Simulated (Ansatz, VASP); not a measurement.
**HCl in VASP and in Ansatz**

```
CELL_PARAMETERS angstrom
0.00000 2.66906 2.80594
2.66906 0.00000 2.80594
2.66906 2.66906 0.00000
ATOMIC_POSITIONS crystal
H 0.00000 0.00000 0.00000
Cl 0.50000 0.50000 0.50000
```

Change from the starting cell: strain -0.025 along x and y, +0.025 along z, atoms carried along.

Alike in both runs: task single point; functional PBEsol; k mesh 16 × 16 × 16; occupations gaussian, width 0.15 eV; no spin polarisation.

```csv
,VASP,Ansatz
version,VASP 6.6.1,Ansatz 0.2.0
potentials or method,"VASP PAW PBE potentials, release 64 (H, Cl), cutoff 520 eV","scalar-relativistic, plane waves, PAW"
valence electrons in the cell,8,8
```

Ansatz gave:

```
gap on the k mesh at the Fermi level (eV)                     : none
pressure (GPa)                                                : -10.5
traceless stress, the component that is largest in VASP (GPa) : 2.44
```

Task: Estimate VASP's values.

Result: gap on the k mesh at the Fermi level (eV): none; pressure (GPa): -10.6; traceless stress, the component that is largest in VASP (GPa): 2.45.

VASP's potentials were made for PBE, not for PBEsol. A gap of «none» marks a metal or a gap that the smearing closes.
